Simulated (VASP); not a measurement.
The system is Al4B2Te3.

```
Al B Te
1.0
     6.76148    0.00000    0.00000
    -3.38074    5.85561    0.00000
     0.00000    0.00000    4.60735
Al B Te
4 2 3
Direct
  0.33333 0.66667 0.50000
  0.66667 0.33333 0.50000
  0.33333 0.66667 0.00000
  0.66667 0.33333 0.00000
  0.00000 0.00000 0.50000
  0.00000 0.00000 0.00000
  0.50000 0.00000 0.50000
  0.00000 0.50000 0.50000
  0.50000 0.50000 0.50000
```

| Quantity | Value |
| --- | --- |
| Program | VASP 6.6.1 |
| Task | relaxation of cell and atoms |
| Functional | PBE |
| Potentials or basis | VASP PAW PBE potentials, release 64 (Al, B, Te) |
| Cutoff | 600 eV |
| k mesh | 3 × 3 × 4 |
| Occupations | gaussian, width 0.1 eV |
| Spin | no spin polarisation |

At the start: pressure 62.1 GPa; volume 20.27 Å³/atom.

Q: How do energy, volume and symmetry change on relaxing?

A: Over 10 steps the energy falls by 2487.4 meV/atom and the volume is 38.42 Å³/atom (+89.6 %); space group P6/mmm (No. 191, to 0.05 Å).

Step by step:
| step | energy change (eV) | largest force (eV/Å) | pressure (GPa) | volume (Å³) |
| --- | --- | --- | --- | --- |
| 1 | 0.0000 | 0.0000 | 62.13 | 182.42 |
| 2 | -20.6184 | 0.0000 | -3.61 | 464.45 |
| 3 | -22.0222 | 0.0000 | 1.15 | 329.80 |
| 4 | -22.1580 | 0.0000 | -1.51 | 370.32 |
| 5 | -22.1989 | 0.0000 | -0.89 | 358.52 |
| 6 | -22.1993 | 0.0000 | -0.64 | 354.30 |
| 7 | -22.3714 | 0.0000 | -0.01 | 345.58 |
| 8 | -22.3831 | 0.0000 | 0.25 | 342.99 |
| 9 | -22.3831 | 0.0000 | 0.28 | 342.76 |
| 10 | -22.3869 | 0.0000 | 0.08 | 345.79 |

Final structure:
```xyz
9
Lattice="9.1808 0.0000 0.0000 -4.5904 7.9508 0.0000 0.0000 0.0000 4.7371" Properties=species:S:1:pos:R:3 pbc="T T T"
Al    0.0000    5.3006    2.3686
Al    4.5904    2.6503    2.3686
Al    0.0000    5.3006    4.7371
Al    4.5904    2.6503    0.0000
B     0.0000    0.0000    2.3686
B     0.0000    0.0000    0.0000
Te    4.5904    0.0000    2.3686
Te   -2.2952    3.9754    2.3686
Te    2.2952    3.9754    2.3686
```

Caveat: the volume moved by over 15 % at a fixed basis, so the end points are rough.
